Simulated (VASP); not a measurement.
# Al15SiCN15 (P1) in VASP: single point with r2SCAN

Aim: the single point of Al15SiCN15 with r2SCAN.

All numbers are computed with VASP 6.6.1; they aren't measurements. Logs are shortened: lines on timing, memory, paths and dates and some standing lists are left out, and cuts for length are marked.

**1. The cell of the first run**

The typed cell holds 96 atoms: a = 9.348 Å, b = 10.786 Å, c = 9.974 Å, α = 90.00°, β = 90.00°, γ = 90.00°.

**2. Single point, r2SCAN**

Input file POSCAR:

```
Al15SiCN15
1.0
    9.3479130000      0.0000000000      0.0000000000
    0.0000000000     10.7856130000      0.0000000000
    0.0000000000      0.0000000000      9.9736120000
Al Si N C
45 3 45 3
Direct
    0.1664180000      0.0829310000      0.2498340000
    0.1661140000      0.0838640000      0.7495470000
    0.9990410000      0.3326920000      0.2504990000
    0.0003530000      0.3327020000      0.7500660000
    0.5003530000      0.0842370000      0.2495720000
    0.5002990000      0.0835770000      0.7497710000
    0.3332260000      0.3325220000      0.2495280000
    0.3333270000      0.3341710000      0.7484790000
    0.1669070000      0.5818270000      0.2449350000
    0.1677660000      0.5814990000      0.7481680000
    0.9987520000      0.8350700000      0.2491630000
    0.0024860000      0.8314190000      0.7394820000
    0.8330350000      0.0806090000      0.2491990000
    0.8328920000      0.0836520000      0.7485090000
    0.6672150000      0.3332230000      0.2501330000
    0.6653270000      0.3335640000      0.7507720000
    0.5001930000      0.5827840000      0.2470490000
    0.4974320000      0.5814090000      0.7500440000
    0.3333480000      0.8337140000      0.2377760000
    0.3337300000      0.8340830000      0.7523390000
    0.8325910000      0.5838400000      0.2476910000
    0.6690900000      0.8347510000      0.2496110000
    0.6635030000      0.8337300000      0.7479290000
    0.0006820000      0.1636490000      0.4996170000
    0.9987380000      0.1660780000      0.0006620000
    0.3333930000      0.1680700000      0.5000800000
    0.3327320000      0.1654670000      0.9982950000
    0.1661230000      0.4168680000      0.4987730000
    0.1642110000      0.4142380000      0.0002130000
    0.9989340000      0.6638960000      0.4978600000
    0.6646410000      0.1658630000      0.5007110000
    0.6688660000      0.1665370000      0.0000030000
    0.5002060000      0.4185480000      0.4990840000
    0.5004970000      0.4145150000      0.0005840000
    0.3321780000      0.6679180000      0.4955390000
    0.3344070000      0.6675290000      0.9948740000
    0.1688810000      0.9165490000      0.4972910000
    0.1677620000      0.9172090000      0.9986950000
    0.8328210000      0.4167610000      0.4983150000
    0.8342640000      0.4155240000      0.9997840000
    0.6693170000      0.6655580000      0.4982620000
    0.6631620000      0.6701250000      0.9984320000
    0.4971710000      0.9177510000      0.4968810000
    0.5016440000      0.9190670000      0.0003670000
    0.8332070000      0.9148200000      0.9977850000
    0.8346370000      0.5835790000      0.7494610000
    0.0017210000      0.6677650000      0.9954210000
    0.8341540000      0.9146540000      0.5006110000
    0.9978140000      0.1665630000      0.1921330000
    0.9972850000      0.1677030000      0.6895420000
    0.3331410000      0.1663630000      0.1894140000
    0.3333880000      0.1673190000      0.6910270000
    0.1652420000      0.4143090000      0.1896660000
    0.1637780000      0.4140020000      0.6901150000
    0.9977070000      0.6661920000      0.1734040000
    0.9889390000      0.6578710000      0.6931940000
    0.6689230000      0.1671220000      0.1913790000
    0.6686160000      0.1684530000      0.6905780000
    0.5007640000      0.4147790000      0.1908840000
    0.5023370000      0.4142510000      0.6896080000
    0.3330050000      0.6623400000      0.1887090000
    0.1620740000      0.9184250000      0.1893580000
    0.1653140000      0.9202500000      0.6888080000
    0.8335130000      0.4181140000      0.1888370000
    0.8328120000      0.4267770000      0.6950360000
    0.6682510000      0.6680070000      0.1884090000
    0.6793060000      0.6606550000      0.6940580000
    0.5059060000      0.9187400000      0.1932580000
    0.5029560000      0.9195480000      0.6858160000
    0.8329500000      0.9165800000      0.1858870000
    0.8310360000      0.9167810000      0.6822940000
    0.1681860000      0.0859250000      0.4400180000
    0.1627300000      0.0858330000      0.9399990000
    0.9973140000      0.3311590000      0.4417590000
    0.9977650000      0.3326010000      0.9400660000
    0.4995720000      0.0853610000      0.4400050000
    0.5032350000      0.0876120000      0.9402760000
    0.3336200000      0.3348260000      0.4403780000
    0.3319940000      0.3346730000      0.9399670000
    0.1624010000      0.5811080000      0.4336820000
    0.1528480000      0.5833970000      0.9437580000
    0.9967660000      0.8227640000      0.9365740000
    0.8302000000      0.0740080000      0.4441500000
    0.8346270000      0.0808620000      0.9385920000
    0.6681090000      0.3322280000      0.4414810000
    0.6693370000      0.3338980000      0.9406610000
    0.5044640000      0.5844470000      0.4365950000
    0.5045490000      0.5786360000      0.9419840000
    0.3352360000      0.8348090000      0.4307990000
    0.8328910000      0.5806180000      0.4369550000
    0.8414360000      0.5877800000      0.9326610000
    0.6737220000      0.8373690000      0.4450110000
    0.6699390000      0.8339740000      0.9367160000
    0.3325250000      0.6659780000      0.6876450000
    0.9912380000      0.8347960000      0.4444690000
    0.3351960000      0.8360270000      0.9456100000
```

Input file INCAR.step1:

```
PREC = Accurate
ENCUT = 520
ISMEAR = -1
SIGMA = 0.05
LREAL = Auto
LASPH = T
NELM = 60
NBANDS = 246
GGA = PE
ALGO = Normal
EDIFF = 1E-4
LWAVE = T
LCHARG = F
```

Input file INCAR.step2:

```
PREC = Accurate
ENCUT = 520
EDIFF = 1E-7
ISMEAR = -1
SIGMA = 0.05
LREAL = Auto
LASPH = T
NELM = 60
ALGO = Normal
ISIF = 2
LWAVE = F
LCHARG = T
METAGGA = R2SCAN
LMIXTAU = T
LELF = T
LVHAR = T
NBANDS = 246
ISTART = 1
```

Input file KPOINTS:

```
Automatic mesh
0
Gamma
  1 1 1
```

Potentials or basis: VASP PAW PBE potentials, release 64 (Al, Si, N, C).

Launch:

```bash
$ cat potpaw_PBE.64/Al/POTCAR potpaw_PBE.64/Si/POTCAR potpaw_PBE.64/N/POTCAR potpaw_PBE.64/C/POTCAR > POTCAR
$ cp INCAR.step1 INCAR
$ mpirun -np 1 vasp_gam > vasp.out
$ cp INCAR.step2 INCAR
$ mpirun -np 1 vasp_gam > vasp.out
```

OUTCAR:

```text
PREC = Accurate
   ENCUT = 520
   EDIFF = 1E-7
   ISMEAR = -1
   LREAL = Auto
   LASPH = T
   NELM = 60
   ISIF = 2
   METAGGA = R2SCAN
   ISTART = 1

 ion  position               nearest neighbor table
   1  0.166  0.083  0.250-  62 1.87  72 1.90  51 1.90  49 1.90  37 3.05  24 3.06  25 3.07  38 3.08
                            27 3.08  26 3.08  11 3.10  19 3.11   7 3.11   3 3.12  13 3.12   5 3.12
   2  0.166  0.084  0.750-  63 1.87  52 1.90  73 1.90  50 1.91  24 3.06  27 3.06  38 3.07  26 3.08
                            25 3.08  37 3.10   4 3.10  14 3.11  20 3.12   8 3.12   6 3.12  12 3.12
   3  0.999  0.333  0.250-  49 1.88  53 1.89  64 1.90  74 1.91  39 3.06  29 3.06  28 3.07  40 3.07
                            25 3.07  24 3.08  15 3.10   9 3.11   1 3.12   7 3.12  21 3.12  13 3.13
   4  0.000  0.333  0.750-  54 1.86  50 1.88  75 1.90  65 1.95  29 3.06  40 3.07  25 3.08  28 3.08
                            24 3.09  39 3.09   2 3.10  10 3.11  14 3.11   8 3.11  46 3.12  16 3.13
   5  0.500  0.084  0.250-  68 1.87  51 1.89  76 1.90  57 1.90  43 3.05  44 3.06  31 3.07  32 3.08
                            26 3.08  27 3.08   7 3.10  15 3.11  13 3.11  22 3.12   1 3.12  19 3.12
   6  0.500  0.084  0.750-  69 1.88  52 1.90  77 1.90  58 1.91  31 3.05  27 3.06  44 3.07  26 3.08
                            32 3.08  43 3.09  23 3.10  16 3.11  20 3.11  14 3.11   8 3.12   2 3.12
   7  0.333  0.333  0.250-  51 1.89  59 1.89  53 1.90  78 1.90  26 3.06  34 3.06  28 3.07  29 3.08
                            33 3.08  27 3.09   5 3.10   9 3.11   1 3.11  17 3.12  15 3.12   3 3.12
   8  0.333  0.334  0.748-  52 1.89  60 1.89  54 1.90  79 1.91  26 3.06  28 3.07  33 3.07  18 3.08
                            10 3.08  34 3.08  27 3.09  29 3.09  16 3.10   4 3.11   2 3.12   6 3.12
   9  0.167  0.582  0.245-  61 1.87  80 1.88  53 1.89  55 1.96  29 3.04  47 3.07  35 3.08  36 3.09
[... 125 lines left out ...]
  95  0.991  0.835  0.444-  48 1.79  30 1.92  11 1.95  37 1.95
  96  0.335  0.836  0.946-  38 1.87  44 1.88  36 1.88  20 1.93

  LATTYP: Found a simple orthorhombic cell.
 ALAT       =     9.3479130000
 B/A-ratio  =     1.0669346195
 C/A-ratio  =     1.1537990351

  Lattice vectors:

 A1 = (  -9.3479130000,   0.0000000000,   0.0000000000)
 A2 = (   0.0000000000,   0.0000000000,   9.9736120000)
 A3 = (   0.0000000000,  10.7856130000,   0.0000000000)

Analysis of symmetry for initial positions (statically):
=====================================================================
 Subroutine PRICEL returns:
 Original cell was already a primitive cell.

 Routine SETGRP: Setting up the symmetry group for a
 simple orthorhombic supercell.

 Subroutine GETGRP returns: Found  1 space group operations
 (whereof  1 operations were pure point group operations)
 out of a pool of  8 trial point group operations.

The static configuration has the point symmetry C_1 .

Analysis of symmetry for dynamics (positions and initial velocities):
=====================================================================
 Subroutine PRICEL returns:
 Original cell was already a primitive cell.

 Routine SETGRP: Setting up the symmetry group for a
 simple orthorhombic supercell.

 Subroutine GETGRP returns: Found  1 space group operations
 (whereof  1 operations were pure point group operations)
 out of a pool of  8 trial point group operations.

The dynamic configuration has the point symmetry C_1 .

[... 224 lines left out ...]
   total plane-waves  NPLWV = 448000
   dimension x,y,z NGX =    70 NGY =   80 NGZ =   80
   dimension x,y,z NGXF=   140 NGYF=  160 NGZF=  160
   ions per type =              45   3  45   3
   NGX,Y,Z   is equivalent  to a cutoff of  12.45, 12.33, 13.33 a.u.
   NGXF,Y,Z  is equivalent  to a cutoff of  24.90, 24.66, 26.67 a.u.
 SYSTEM =  unknown system
   PREC   = accura    normal or accurate (medium, high low for compatibility)
   ISTART =      1    job   : 0-new  1-cont  2-samecut
   ICHARG =      0    charge: 1-file 2-atom 10-const
   ISPIN  =      1    spin polarized calculation?
   LNONCOLLINEAR =      F non collinear calculations
   LSORBIT =      F    spin-orbit coupling
   LASPH  =      T    aspherical Exc in radial PAW
   ENCUT  =  520.0 eV  38.22 Ry    6.18 a.u.  17.38 20.05 18.54*2*pi/ulx,y,z
   NELM   =     60;   NELMIN=  2; NELMDL=  0     # of ELM steps
   EDIFF  = 0.1E-06   stopping-criterion for ELM
   LREAL  =      T    real-space projection
   EDIFFG = 0.1E-05   stopping-criterion for IOM
   NSW    =      0    number of steps for IOM
   IBRION =     -1    ionic relax: 0-MD 1-quasi-New 2-CG
   NFREE  =      0    steps in history (QN), initial steepest desc. (CG)
   ISIF   =      2    stress and relaxation
   ISYM   =      2    0-nonsym 1-usesym 2-fastsym
   POTIM  = 0.5000    time-step for ionic-motion
   TEBEG  =    0.0;   TEEND  =   0.0 temperature during run
   PSTRESS=    0.0 pullay stress
   NELECT =     384.0000    total number of electrons
   NUPDOWN=      -1.0000    fix difference up-down
   EMIN   =  10.00;   EMAX   =-10.00  energy-range for DOS
   EFERMI =   0.00;   METHOD = LEGACY
   ISMEAR =    -1;   SIGMA  =   0.05  broadening in eV -4-tet -1-fermi 0-gaus
   EFERMI_NEDOS =   21; number of points for ismear=-14 and -15
   IALGO  =     38    algorithm
   IMIX   =      4    mixing-type and parameters
     AMIX     =   0.40;   BMIX     =  1.00
     AMIX_MAG =   1.60;   BMIX_MAG =  1.00
  volume/ion in A,a.u.               =      10.47        70.69
  Fermi-wavevector in a.u.,A,eV,Ry     =   1.187721  2.244468 19.193496  1.410682
  Thomas-Fermi vector in A             =   2.323867
   LORBIT       =      0    0 simple, 1 ext, 2 COOP (PROOUT), +10 PAW based schemes
   METAGGA = R2SCAN    functional components
   LHFCALC =     F    Hartree Fock is set to
   AEXX    =    0.0000 exact exchange contribution
   IVDW    =     0    specifies the selected vdW correction
   LEPSILON=     F    determine dielectric tensor
   LRPA    =     F    only Hartree local field effects (RPA)
 non-spin polarized calculation
  energy-cutoff  :      520.00
  volume of cell :     1005.57
 maximum number of plane-waves:     13556
 NGX is ok and might be reduce to    70
   NGX = 35   NGY = 41   NGZ = 37

 number of electron     384.0000008 magnetization

 Free energy of the ion-electron system (eV)
  ---------------------------------------------------
  ext. energy  EPLUGINS =         0.00000000
  ---------------------------------------------------
  free energy    TOTEN  =      -916.94849933 eV

  energy without entropy =     -916.94849933  energy(sigma->0) =     -916.94849933

 E-fermi :   8.6446     XC(G=0): -11.4141

 val. band max:        7.4531730152   @ k =   0.0000   0.0000   0.0000
 cond. band min:      10.7966255291   @ k =   0.0000   0.0000   0.0000
 fundamental gap:      3.3434525138
 Fermi energy:         8.6446475986

 k-point     1 :       0.0000    0.0000    0.0000
  band No.  band energies     occupation
      1     -10.8497      2.00000
      2     -10.0114      2.00000
      3      -9.8926      2.00000
      4      -9.6186      2.00000
      5      -9.2945      2.00000
      6      -9.2398      2.00000
[... 196 lines left out ...]
    203      12.2970      0.00000
    204      12.4025      0.00000
 [bands above 204 left out]

------------------------ aborting loop because EDIFF is reached ----------------------------------------

  FORCE on cell =-STRESS in cart. coord.  units (eV):
  Direction    XX          YY          ZZ          XY          YZ          ZX
  --------------------------------------------------------------------------------------
  -------------------------------------------------------------------------------------
  Total       -4.6832664    -13.4938623    -11.0567599      0.3572118      0.6502262     -0.9312336
  in kB       -7.4618666    -21.4998234    -17.6167786      0.5691470      1.0360079     -1.4837381
  external PRESSURE =     -15.5261562 kB  Pullay stress =       0.0000000 kB

 VOLUME and BASIS-vectors are now :
 -----------------------------------------------------------------------------
  energy-cutoff  :      520.00
  volume of cell :     1005.57
      direct lattice vectors                 reciprocal lattice vectors
     9.347913000  0.000000000  0.000000000     0.106975750  0.000000000  0.000000000
     0.000000000 10.785613000  0.000000000     0.000000000  0.092716102  0.000000000
     0.000000000  0.000000000  9.973612000     0.000000000  0.000000000  0.100264578

 POSITION                                       TOTAL-FORCE (eV/Angst)
 -----------------------------------------------------------------------------------
      1.55566      0.89446      2.49175         0.002185      0.020856     -0.016355
      1.55282      0.90452      7.47569         0.006945     -0.000004     -0.023211
      9.33895      3.58829      2.49838         0.014619      0.015728     -0.015486
      0.00330      3.58840      7.48087         0.045698      0.020072     -0.009993
      4.67726      0.90855      2.48913         0.004752      0.009017     -0.015393
      4.67675      0.90143      7.47793        -0.001848      0.016026     -0.023756
[... 88 lines left out ...]
      9.26601      9.00379      4.43296        -0.030402      0.071565      0.043186
      3.13338      9.01706      9.43115        -0.018626      0.078746      0.064808
 -----------------------------------------------------------------------------------
    total drift:                               -0.007781      0.000098     -0.158145

  FREE ENERGIE OF THE ION-ELECTRON SYSTEM (eV)
  ---------------------------------------------------
  free  energy   TOTEN  =      -916.9484993340 eV

  energy  without entropy=     -916.9484993339  energy(sigma->0) =     -916.94849933
```

Wall time 21 min (1 thread of Intel Xeon Platinum 8375C at 2.90GHz (Ice Lake), shared host); peak memory 1.1 GiB.

Results:

```yaml
Free_energy: -916.9485 eV
Pressure: -1.6 GPa
Largest_force: 0.144 eV/Å
Band_gap_on_the_k_mesh: 3.34 eV
```

Forces in eV/Å, atoms in the order of the input:
```
Al   0.002  0.021 -0.016
Al   0.007  0.000 -0.023
Al   0.015  0.016 -0.015
Al   0.046  0.020 -0.010
Al   0.005  0.009 -0.015
Al  -0.002  0.016 -0.024
Al   0.002  0.032 -0.020
Al  -0.004  0.020 -0.018
Al   0.060  0.015  0.003
Al   0.048  0.058 -0.067
Al   0.004  0.083 -0.020
Al   0.004  0.061 -0.026
Al  -0.008  0.027 -0.050
Al  -0.002  0.057 -0.016
Al  -0.010  0.022 -0.018
Al  -0.041  0.026 -0.008
Al  -0.022  0.035  0.009
Al  -0.067  0.035 -0.021
Al  -0.001  0.035  0.012
Al  -0.016 -0.043  0.024
Al  -0.038  0.001 -0.012
Al  -0.006  0.052 -0.060
Al   0.011  0.081  0.004
Al   0.036 -0.006  0.000
Al   0.021 -0.040 -0.024
Al  -0.013 -0.041 -0.022
Al  -0.004 -0.021 -0.017
Al  -0.002 -0.036 -0.024
Al  -0.007 -0.042 -0.011
Al  -0.030 -0.011 -0.063
Al  -0.027 -0.028 -0.006
Al  -0.022 -0.036 -0.023
Al   0.001 -0.040 -0.011
Al  -0.004  0.012 -0.022
Al   0.006 -0.020  0.061
Al   0.021  0.061  0.009
Al  -0.029 -0.035 -0.009
Al   0.127 -0.052 -0.009
Al  -0.002 -0.028 -0.062
Al   0.006 -0.096 -0.008
Al   0.016 -0.071 -0.056
Al  -0.051 -0.019 -0.008
Al  -0.006 -0.021  0.006
Al  -0.092 -0.084 -0.037
Al  -0.054 -0.024 -0.003
Si   0.043  0.075 -0.075
Si   0.039 -0.030  0.039
Si   0.056 -0.081 -0.030
N   -0.009 -0.040  0.009
N   -0.014 -0.050  0.009
N    0.004 -0.041  0.019
N    0.001 -0.031  0.011
N   -0.016 -0.039  0.000
N   -0.023 -0.049  0.017
N   -0.010 -0.045 -0.027
N   -0.083 -0.110  0.040
N    0.002 -0.039  0.012
N    0.010 -0.042  0.010
N    0.013 -0.051  0.010
N    0.021 -0.051  0.015
N   -0.008 -0.082  0.029
N   -0.008 -0.045  0.004
N   -0.037 -0.040  0.023
N    0.000 -0.031 -0.007
N    0.000  0.004  0.021
N    0.022 -0.047  0.018
N    0.076 -0.086  0.039
N    0.016 -0.042  0.017
N    0.042 -0.034  0.033
N   -0.003 -0.044  0.022
N   -0.001 -0.033 -0.007
N   -0.013  0.060  0.008
N   -0.013  0.056  0.021
N   -0.015  0.056  0.001
N   -0.007  0.051  0.019
N    0.027  0.053  0.011
N    0.018  0.052  0.018
N   -0.005  0.044  0.004
N    0.002  0.051  0.015
N   -0.019  0.037  0.019
N   -0.044  0.064  0.021
N   -0.040 -0.012  0.044
N   -0.001  0.025  0.010
N    0.000  0.049  0.008
N    0.017  0.050  0.006
N    0.013  0.055  0.010
N    0.022  0.037  0.015
N    0.029  0.041  0.009
N    0.016  0.075  0.031
N   -0.001  0.033  0.018
N    0.008  0.039 -0.009
N   -0.004  0.069  0.027
N    0.055  0.051  0.024
C   -0.007 -0.087  0.039
C   -0.030  0.072  0.043
C   -0.019  0.079  0.065
```

Levels at points of the mesh, in eV from the valence-band top:
```csv
k point,band 190,band 191,band 192,band 193,band 194,band 195
"(0.00, 0.00, 0.00)",-0.63,-0.57,0.00,3.34,3.97,3.99
```

Caveat: the k points lie up to 0.67 Å⁻¹ apart; the PAW data sets were made with another functional, which shifts forces and pressure a little; an odd mesh through Γ misses points on the zone boundary, where band edges can lie.
